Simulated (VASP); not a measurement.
The system is LaW3F.

```
CELL_PARAMETERS angstrom
4.55597 0.00000 0.00000
0.00000 4.55597 0.00000
0.00000 0.00000 4.55597
ATOMIC_POSITIONS crystal
La 0.00000 0.00000 0.00000
W 0.50000 0.00000 0.00000
W 0.00000 0.50000 0.00000
W 0.00000 0.00000 0.50000
F 0.50000 0.50000 0.50000
```

| Item | Value |
| --- | --- |
| Program | VASP 6.6.1 |
| Task | relaxation of cell and atoms |
| Functional | PBE |
| Potentials or basis | VASP PAW PBE potentials, release 64 (La, W_sv, F) |
| Cutoff | 600 eV |
| k mesh | 4 × 4 × 4 |
| Occupations | gaussian, width 0.1 eV |
| Spin | no spin polarisation |

At the start: pressure 25.1 GPa; volume 18.91 Å³/atom.

How do energy, volume and symmetry change on relaxing?

Over 3 steps the energy falls by 267.7 meV/atom and the volume is 23.24 Å³/atom (+22.9 %); space group Pm-3m (No. 221, to 0.05 Å).

The path:
| step | energy change (eV) | largest force (eV/Å) | pressure (GPa) | volume (Å³) |
| --- | --- | --- | --- | --- |
| 1 | 0.0000 | 0.0000 | 25.07 | 94.57 |
| 2 | -0.4749 | 0.0000 | -9.04 | 141.14 |
| 3 | -1.3387 | 0.0000 | -0.03 | 116.21 |

Final structure:
```cif
data_structure
_symmetry_space_group_name_H-M 'P 1'
_symmetry_Int_Tables_number 1
_cell_length_a 4.8799
_cell_length_b 4.8799
_cell_length_c 4.8799
_cell_angle_alpha 90.000
_cell_angle_beta 90.000
_cell_angle_gamma 90.000
_cell_volume 116.21
loop_
_atom_site_label
_atom_site_type_symbol
_atom_site_fract_x
_atom_site_fract_y
_atom_site_fract_z
_atom_site_occupancy
La1 La 0.00000 0.00000 0.00000 1
W1 W 0.50000 0.00000 0.00000 1
W2 W 0.00000 0.50000 0.00000 1
W3 W 0.00000 0.00000 0.50000 1
F1 F 0.50000 0.50000 0.50000 1
```

Caveat: the volume moved by over 15 % at a fixed basis, so the end points are rough.
